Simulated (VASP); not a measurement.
The system is Sc.

```
CELL_PARAMETERS angstrom
3.22691 0.00000 0.00000
-1.61345 2.79458 0.00000
0.00000 0.00000 5.00943
ATOMIC_POSITIONS crystal
Sc 0.33333 0.66667 0.25000
Sc 0.66667 0.33333 0.75000
```

Program: VASP 6.6.1. Alike in all runs: task single point; level LDA; potentials or basis VASP PAW LDA potentials, release 64 (Sc_sv); no spin polarisation; cell as given; cutoff (eV) 500. Hardware: 1 thread of AMD EPYC 7R43 64-Core Processor (Zen 3) (shared host).

**Question.** Order these runs on this cell by their wall time, lowest first.
A. k mesh 11 × 11 × 6; smearing fermi-dirac 0.01 eV
B. k mesh 7 × 7 × 4; smearing fermi-dirac 0.1 eV
C. k mesh 3 × 3 × 2; smearing fermi-dirac 0.1 eV
D. k mesh 18 × 18 × 10; smearing fermi-dirac 0.1 eV

**Answer.** C (7.9 s), B (22 s), A (45 s), D (190 s).

Caveats: some runs use coarse meshes.
